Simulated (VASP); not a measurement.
# CoO (R-3m) in VASP: further runs

CoO is run at these levels: r2SCAN; tasks: single point.

All numbers are computed with VASP 6.6.1; they aren't measurements. Logs are shortened: lines on timing, memory, paths and dates and some standing lists are left out, and cuts for length are marked.

## 1. The cell of the first run

It takes space group R-3m (No. 166, trigonal). The conventional cell has a = 3.031 Å, b = 3.031 Å, c = 7.368 Å, α = 90.00°, β = 90.00°, γ = 120.00°. Co (site symmetry -3m) has 6 O at 2.14 Å within 2.8 Å. O (site symmetry -3m) has 6 Co at 2.14 Å within 2.8 Å.

## 2. Single point, r2SCAN, collinear spin, ferromagnetic start

Input file POSCAR:

```
CoO
1.0
    1.5154398320      0.8749395950      2.4560858334
   -1.5154398320      0.8749395950      2.4560858334
    0.0000000000     -1.7498791900      2.4560858334
Co O
1 1
Direct
    0.0000000000      0.0000000000      0.0000000000
    0.5000000000      0.5000000000      0.5000000000
```

Input file INCAR.step1:

```
SYSTEM = CoO
PREC = Accurate ; ENCUT = 520
ISMEAR = -1 ; SIGMA = 0.05
LREAL = .FALSE. ; LASPH = .TRUE.
NELM = 150 ; ISPIN = 2
MAGMOM = 2 0 ; LMAXMIX = 4
NBANDS = 18 ; GGA = PE
ALGO = Normal ; EDIFF = 1E-4
LWAVE = .TRUE. ; LCHARG = .FALSE.
```

Input file INCAR.step2:

```
SYSTEM = CoO
PREC = Accurate ; ENCUT = 520
EDIFF = 1E-7 ; ISMEAR = -1
SIGMA = 0.05 ; LREAL = .FALSE.
LASPH = .TRUE. ; NELM = 150
ALGO = Normal ; ISIF = 2
LWAVE = .FALSE. ; LCHARG = .FALSE.
ISPIN = 2 ; MAGMOM = 2 0
LORBIT = 11 ; LMAXMIX = 4
METAGGA = R2SCAN ; LMIXTAU = .TRUE.
NBANDS = 18 ; ISTART = 1
```

Input file KPOINTS:

```
regular mesh
0
G
  11 11 11
  0 0 0
```

Potentials or basis: VASP PAW PBE potentials, release 64 (Co, O).

Run with:

```bash
> cat potpaw_PBE.64/Co/POTCAR potpaw_PBE.64/O/POTCAR > POTCAR
> cp INCAR.step1 INCAR
> mpirun -np 1 vasp_std > vasp.out
> cp INCAR.step2 INCAR
> mpirun -np 1 vasp_std > vasp.out
```

OUTCAR:

```text
SYSTEM = CoO
   PREC = Accurate
   ENCUT = 520
   EDIFF = 1E-7
   ISMEAR = -1
   LREAL = .FALSE.
   LASPH = .TRUE.
   NELM = 150
   ISIF = 2
   ISPIN = 2
   LORBIT = 11
   METAGGA = R2SCAN
   ISTART = 1

 ion  position               nearest neighbor table
   1  0.000  0.000  0.000-   2 2.14   2 2.14   2 2.14   2 2.14   2 2.14   2 2.14
   2  0.500  0.500  0.500-   1 2.14   1 2.14   1 2.14   1 2.14   1 2.14   1 2.14

  LATTYP: Found a trigonal (rhomboedric) cell.
 ALAT       =     3.0156980619
 COS(alpha) =     0.4949531368

  Lattice vectors:

 A1 = (   1.5154398320,   0.8749395950,   2.4560858334)
 A2 = (  -1.5154398320,   0.8749395950,   2.4560858334)
 A3 = (   0.0000000000,  -1.7498791900,   2.4560858334)

Analysis of symmetry for initial positions (statically):
=====================================================================
 Subroutine PRICEL returns:
 Original cell was already a primitive cell.

 Routine SETGRP: Setting up the symmetry group for a
 trigonal (rhombohedral) supercell.

 Subroutine GETGRP returns: Found 12 space group operations
 (whereof 12 operations were pure point group operations)
 out of a pool of 12 trial point group operations.

The static configuration has the point symmetry D_3d.

Analysis of symmetry for dynamics (positions and initial velocities):
=====================================================================
 Subroutine PRICEL returns:
 Original cell was already a primitive cell.

 Routine SETGRP: Setting up the symmetry group for a
 trigonal (rhombohedral) supercell.

 Subroutine GETGRP returns: Found 12 space group operations
 (whereof 12 operations were pure point group operations)
 out of a pool of 12 trial point group operations.

The dynamic configuration has the point symmetry D_3d.

Analysis of structural, dynamic, and magnetic symmetry:
=====================================================================
 Subroutine PRICEL returns:
 Original cell was already a primitive cell.

 Routine SETGRP: Setting up the symmetry group for a
 trigonal (rhombohedral) supercell.

 Subroutine GETGRP returns: Found 12 space group operations
 (whereof 12 operations were pure point group operations)
 out of a pool of 12 trial point group operations.

The overall configuration has the point symmetry D_3d.

 Subroutine INISYM returns: Found 12 space group operations
 (whereof 12 operations are pure point group operations),
 and found     1 'primitive' translations

[... 110 lines left out ...]
   EFERMI_NEDOS =   21; number of points for ismear=-14 and -15
   IALGO  =     38    algorithm
   IMIX   =      4    mixing-type and parameters
     AMIX     =   0.40;   BMIX     =  1.00
     AMIX_MAG =   1.60;   BMIX_MAG =  1.00
  volume/ion in A,a.u.               =       9.77        65.93
  Fermi-wavevector in a.u.,A,eV,Ry     =   1.498999  2.832698 30.572271  2.246999
  Thomas-Fermi vector in A             =   2.610686
   LORBIT       =     11    0 simple, 1 ext, 2 COOP (PROOUT), +10 PAW based schemes
   METAGGA = R2SCAN    functional components
   LHFCALC =     F    Hartree Fock is set to
   AEXX    =    0.0000 exact exchange contribution
   IVDW    =     0    specifies the selected vdW correction
   LEPSILON=     F    determine dielectric tensor
   LRPA    =     F    only Hartree local field effects (RPA)
 spin polarized calculation
  energy-cutoff  :      520.00
  volume of cell :       19.54
 maximum number of plane-waves:       536
   NGX = 11   NGY = 11   NGZ = 11

 number of electron      15.0000007 magnetization       2.9999877

 Free energy of the ion-electron system (eV)
  ---------------------------------------------------
  ext. energy  EPLUGINS =         0.00000000
  ---------------------------------------------------
  free energy    TOTEN  =       -21.09097266 eV

  energy without entropy =      -21.07177771  energy(sigma->0) =      -21.08137518

 E-fermi :   7.6988     XC(G=0): -13.0209

 val. band max:        7.6974175200   @ k =  -0.2727   0.1818   0.0909
 cond. band min:       7.6990900072   @ k =  -0.2727   0.0909   0.0909
 fundamental gap:      0.0016724872
 Fermi energy:         7.6988172732

 spin component 1

 k-point     1 :       0.0000    0.0000    0.0000
  band No.  band energies     occupation
      1     -13.5382      1.00000
      2       3.6536      1.00000
      3       3.6536      1.00000
      4       3.8164      1.00000
      5       3.8164      1.00000
      6       4.3564      1.00000
[... 493 lines left out ...]
     17      35.9897      0.00000
     18      37.7135      0.00000

 [... further k-points ...]

 spin component 2

 k-point     1 :       0.0000    0.0000    0.0000
  band No.  band energies     occupation
      1     -12.9820      1.00000
      2       5.0762      1.00000
      3       5.0762      1.00000
      4       5.1076      1.00000
      5       6.1428      1.00000
      6       6.7785      1.00000
[... 493 lines left out ...]
     17      37.0184      0.00000
     18      38.8201      0.00000

 [... further k-points ...]
[... 5 lines left out ...]
  --------------------------------------------------------------------------------------
  -------------------------------------------------------------------------------------
  Total       -0.8645301     -0.8645301     -1.0423908      0.0000000     -0.0000000     -0.0000000
  in kB      -70.8890465    -70.8890465    -85.4731269      0.0000000     -0.0000000     -0.0000000
  external PRESSURE =     -75.7504066 kB  Pullay stress =       0.0000000 kB

 VOLUME and BASIS-vectors are now :
 -----------------------------------------------------------------------------
  energy-cutoff  :      520.00
  volume of cell :       19.54
      direct lattice vectors                 reciprocal lattice vectors
     1.515439832  0.874939595  2.456085833     0.329937217  0.190489341  0.135717298
    -1.515439832  0.874939595  2.456085833    -0.329937217  0.190489341  0.135717298
     0.000000000 -1.749879190  2.456085833     0.000000000 -0.380978682  0.135717298

 POSITION                                       TOTAL-FORCE (eV/Angst)
 -----------------------------------------------------------------------------------
      0.00000      0.00000      0.00000         0.000000     -0.000000      0.000000
      0.00000      0.00000      3.68413        -0.000000      0.000000     -0.000000
 -----------------------------------------------------------------------------------
    total drift:                               -0.000000      0.000000     -0.000000

  FREE ENERGIE OF THE ION-ELECTRON SYSTEM (eV)
  ---------------------------------------------------
  free  energy   TOTEN  =       -21.0909726591 eV

  energy  without entropy=      -21.0717777073  energy(sigma->0) =      -21.08137518

 total charge

# of ion       s       p       d       tot
------------------------------------------
    1        0.293   0.358   7.099   7.749
    2        1.557   3.469   0.000   5.025
--------------------------------------------------
tot          1.849   3.827   7.099  12.775

 magnetization (x)

# of ion       s       p       d       tot
------------------------------------------
    1        0.024   0.019   2.649   2.691
    2        0.028   0.258   0.000   0.286
--------------------------------------------------
tot          0.052   0.278   2.649   2.978
```

OUTCAR.step1:

```text
SYSTEM = CoO
   PREC = Accurate
   ENCUT = 520
   ISMEAR = -1
   LREAL = .FALSE.
   LASPH = .TRUE.
[... 1250 lines left out ...]
      0.00000      0.00000      0.00000         0.000000      0.000000      0.000000
      0.00000      0.00000      3.68413         0.000000     -0.000000     -0.000000
 -----------------------------------------------------------------------------------
    total drift:                               -0.000000      0.000000     -0.000000

  FREE ENERGIE OF THE ION-ELECTRON SYSTEM (eV)
  ---------------------------------------------------
  free  energy   TOTEN  =       -13.0593431828 eV

  energy  without entropy=      -13.0246645691  energy(sigma->0) =      -13.04200388
```

Run time: 6.5 min. Hardware: 1 thread of Intel Xeon Platinum 8259CL at 2.50GHz (Skylake/Cascade Lake), shared host; peak memory 0.21 GiB.

What came out:

* Free energy: -21.0910 eV
* Pressure: -7.6 GPa
* Band gap on the k mesh: zero (filled and empty bands overlap)
* Net moment: 3.00 μB per cell
* Site moments: Co +2.69; O +0.29 μB
* Valence electrons inside the program's atomic spheres: Co 7.75; O 5.03

Caveat: the PAW data sets were made with another functional, which shifts forces and pressure a little; a cell with one magnetic atom can't hold antiferromagnetic order, which such compounds often take; semilocal functionals often make such compounds metallic where correlation or magnetic order opens a gap, which also shifts bond lengths. With open d or f shells a metallic result of r2SCAN can be an artefact of self-interaction; +U or a hybrid may open a gap.

## 3. Single point, r2SCAN, collinear spin, ferromagnetic start

This run uses another cell than the first one, of 10.15 Å³/atom, 1.039 times its volume.

Input file POSCAR:

```
CoO
1.0
    1.5349960513      0.8862303835      2.4877807593
   -1.5349960513      0.8862303835      2.4877807593
    0.0000000000     -1.7724607669      2.4877807593
Co O
1 1
Direct
    0.0000000000      0.0000000000      0.0000000000
    0.5000000000      0.5000000000      0.5000000000
```

Input file INCAR.step1:

```
PREC = Accurate
ENCUT = 520
ISMEAR = -1
SIGMA = 0.05
LREAL = False
LASPH = True
NELM = 150
ISPIN = 2
MAGMOM = 2 0
LMAXMIX = 4
NBANDS = 18
GGA = PE
ALGO = Normal
EDIFF = 1E-4
LWAVE = True
LCHARG = False
```

Input file INCAR.step2:

```
PREC = Accurate
ENCUT = 520
EDIFF = 1E-7
ISMEAR = -1
SIGMA = 0.05
LREAL = False
LASPH = True
NELM = 150
ALGO = Normal
ISIF = 2
LWAVE = False
LCHARG = False
ISPIN = 2
MAGMOM = 2 0
LORBIT = 11
LMAXMIX = 4
METAGGA = R2SCAN
LMIXTAU = True
NBANDS = 18
ISTART = 1
```

Input file KPOINTS:

```
Automatic mesh
0
Gamma
  11 11 11
```

Potentials or basis: VASP PAW PBE potentials, release 64 (Co, O).

Run with:

```bash
> cat potpaw_PBE.64/Co/POTCAR potpaw_PBE.64/O/POTCAR > POTCAR
> cp INCAR.step1 INCAR
> mpirun -np 1 vasp_std > vasp.out
> cp INCAR.step2 INCAR
> mpirun -np 1 vasp_std > vasp.out
```

Run time: 6.3 min. Hardware: 1 thread of Intel Xeon Platinum 8259CL at 2.50GHz (Skylake/Cascade Lake), shared host; peak memory 0.22 GiB.

Results (log left out):

```
Free energy                                           : -21.0402 eV
Pressure                                              : -13.7 GPa
Band gap on the k mesh                                : zero (filled and empty bands overlap)
Net moment                                            : 3.00 μB per cell
Site moments                                          : Co +2.69; O +0.28 μB
Valence electrons inside the program's atomic spheres : Co 7.69; O 5.00
```

Stress tensor (GPa, compression positive):
```
-13.35   0.00   0.00
  0.00 -13.35   0.00
  0.00   0.00 -14.55
```

Levels at points of the mesh, in eV from the Fermi level:
Spin up:
| k point | band 5 | band 6 | band 7 | band 8 | band 9 | band 10 | band 11 | band 12 | band 13 | band 14 |
| --- | --- | --- | --- | --- | --- | --- | --- | --- | --- | --- |
| (0.00, 0.00, 0.00) | -3.83 | -3.19 | -3.19 | -3.11 | -3.10 | 1.04 | 17.25 | 18.06 | 18.06 | 18.45 |
Spin down:
```csv
k point,band 2,band 3,band 4,band 5,band 6,band 7,band 8,band 9,band 10,band 11
"(0.00, 0.00, 0.00)",-2.49,-2.49,-2.45,-1.51,-0.85,-0.85,1.07,1.07,1.83,17.54
```

Caveat: the PAW data sets were made with another functional, which shifts forces and pressure a little; a cell with one magnetic atom can't hold antiferromagnetic order, which such compounds often take; semilocal functionals often make such compounds metallic where correlation or magnetic order opens a gap, which also shifts bond lengths. With open d or f shells a metallic result of r2SCAN can be an artefact of self-interaction; +U or a hybrid may open a gap.
